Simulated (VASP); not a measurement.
# B: single point with PBE

Crystal: B.

```xyz
12
Lattice="2.4496 1.4143 4.1816 -2.4496 1.4143 4.1816 0.0000 -2.8286 4.1816" Properties=species:S:1:pos:R:3 pbc="T T T"
B    -1.5772    0.9106    2.8208
B     0.0000   -1.8212    2.8208
B     1.5772    0.9106    2.8208
B     1.5772   -0.9106    9.7238
B    -1.5772   -0.9106    9.7238
B     0.0000    1.8212    9.7238
B    -1.0035    0.5794    4.4854
B     0.0000   -1.1587    4.4854
B     1.0035    0.5794    4.4854
B     1.0035   -0.5794    8.0592
B    -1.0035   -0.5794    8.0592
B     0.0000    1.1587    8.0592
```

```json
{
 "Program": "VASP 6.6.1",
 "Task": "single point",
 "Functional": "PBE",
 "Potentials or basis": "VASP PAW PBE potentials, release 64 (B)",
 "Cutoff": "520 eV",
 "k mesh": "3 × 3 × 3",
 "Occupations": "fermi-dirac, width 0.1 eV",
 "Spin": "no spin polarisation",
 "Dipole correction": "no",
 "Further INCAR settings": "ALGO = Normal; EDIFF = 1e-07; NBANDS = 30"
}
```

| Property | Result |
| --- | --- |
| Pressure | 0.0 GPa |
| Largest force | 0.062 eV/Å |
| Band gap on the k mesh | 1.60 eV, indirect (least direct gap 1.86 eV) |

Forces on the atoms (eV/Å):
```
B    0.018 -0.010  0.036
B    0.000  0.020  0.036
B   -0.018 -0.010  0.036
B   -0.018  0.010 -0.036
B    0.018  0.010 -0.036
B    0.000 -0.020 -0.036
B   -0.052  0.030  0.015
B    0.000 -0.060  0.015
B    0.052  0.030  0.015
B    0.052 -0.030 -0.015
B   -0.052 -0.030 -0.015
B    0.000  0.060 -0.015
```

Stress tensor (GPa, compression positive):
```
 0.22  0.00  0.00
 0.00  0.22  0.00
 0.00  0.00 -0.38
```

Levels at points of the mesh, in eV from the valence-band top:
```csv
k point,band 15,band 16,band 17,band 18,band 19,band 20,band 21,band 22
"(0.00, 0.00, 0.00)",-1.28,-0.75,-0.75,-0.26,1.60,4.63,4.63,4.83
```

Run time: 27 s on 1 thread of Intel(R) Xeon(R) Platinum 8259CL CPU @ 2.50GHz (Skylake/Cascade Lake) (shared host), peak memory 0.22 GiB.

Caveat: the k points lie up to 0.52 Å⁻¹ apart. A k mesh can miss the band edges.
